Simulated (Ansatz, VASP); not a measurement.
## Two plane-wave programs on Y2Si2F

```
Y Si F
1.0
     5.21778    0.00000    0.00000
    -2.60889    4.51873    0.00000
     0.00000    0.00000    6.17996
Y Si F
2 2 1
Direct
  0.33333 0.66667 0.00000
  0.66667 0.33333 0.00000
  0.00000 0.00000 0.30981
  0.00000 0.00000 0.69019
  0.00000 0.00000 0.00000
```

Alike in both runs: functional PBE; k mesh 6 × 6 × 4; occupations gaussian, width 0.1 eV; no spin polarisation.

Ansatz relaxed the structure, and its values are those at the end. VASP's run is a single point on that final structure, the one shown.

|  | VASP | Ansatz |
| --- | --- | --- |
| version | VASP 6.6.1 | Ansatz 0.2.0 |
| potentials or method | VASP PAW PBE potentials, release 64 (Y_sv, Si, F), cutoff 520 eV | scalar-relativistic, plane waves, PAW |
| valence electrons in the cell | 37 | 37 |

Ansatz gave:

- gap on the k mesh at the Fermi level (eV): none
- pressure (GPa): 0.0
- rms of the force components (eV/Å): 0.000

**Question.** Which values does VASP return?

**Answer.** gap on the k mesh at the Fermi level (eV): none; pressure (GPa): 0.0; rms of the force components (eV/Å): 0.007.

A gap of «none» marks a metal or a gap that the smearing closes.
